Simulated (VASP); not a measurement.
Here is a VASP 6.6.1 calculation.

Contents of POSCAR:

```
TiO2
1.0
    5.5822227355      0.0000000000      0.0000000000
   -2.7911113678      4.8343466985      0.0000000000
    0.0000000000      0.0000000000      6.0824678800
Ti O
3 6
Direct
    0.4669367500      0.0000000000      0.3333333333
    0.0000000000      0.4669367500      0.6666666667
    0.5330632500      0.5330632500      0.0000000000
    0.5810657200      0.8514331800      0.1206639333
    0.7296325400      0.1485668200      0.5460027333
    0.2703674600      0.4189342800      0.7873306000
    0.8514331800      0.5810657200      0.8793360667
    0.1485668200      0.7296325400      0.4539972667
    0.4189342800      0.2703674600      0.2126694000
```

Contents of INCAR.step1:

```
ALGO = Normal ; EDIFF = 1E-4
ENCUT = 520 ; GGA = PE
ISMEAR = -1 ; LASPH = T
LCHARG = F ; LDAU = T
LDAUJ = 0 0 ; LDAUL = 2 -1
LDAUTYPE = 2 ; LDAUU = 6 0
LMAXMIX = 4 ; LREAL = F
LWAVE = T ; NBANDS = 46
NELM = 150 ; PREC = Accurate
SIGMA = 0.05
```

File INCAR.step2:

```
ALGO = Normal ; EDIFF = 1E-6
ENCUT = 520 ; ISIF = 2
ISMEAR = -1 ; ISTART = 1
LASPH = T ; LCHARG = F
LDAU = T ; LDAUJ = 0 0
LDAUL = 2 -1 ; LDAUPRINT = 1
LDAUTYPE = 2 ; LDAUU = 6 0
LMAXMIX = 4 ; LMIXTAU = T
LREAL = F ; LWAVE = F
METAGGA = R2SCAN ; NBANDS = 46
NELM = 150 ; PREC = Accurate
SIGMA = 0.05
```

KPOINTS

```
k-points
0
Gamma
  6 6 5
```

Potentials or basis: VASP PAW PBE potentials, release 64 (Ti_sv, O).

Run with:

```bash
$ cat potpaw_PBE.64/Ti_sv/POTCAR potpaw_PBE.64/O/POTCAR > POTCAR
$ cp INCAR.step1 INCAR
$ mpirun -np 1 vasp_std > vasp.out
$ cp INCAR.step2 INCAR
$ mpirun -np 1 vasp_std > vasp.out
```

(1) What does it give for the band gap on the k mesh?

(2) What does it give for the largest force?

(3) Predict the pressure.

Answers

(1) 4.98 eV (least direct gap 5.01 eV).

(2) 0.633 eV/Å.

(3) 8.1 GPa.

Caveat: the cell stands under pressure; the PAW data sets were made with another functional, which shifts forces and pressure a little; an odd mesh through Γ misses points on the zone boundary, where band edges can lie.
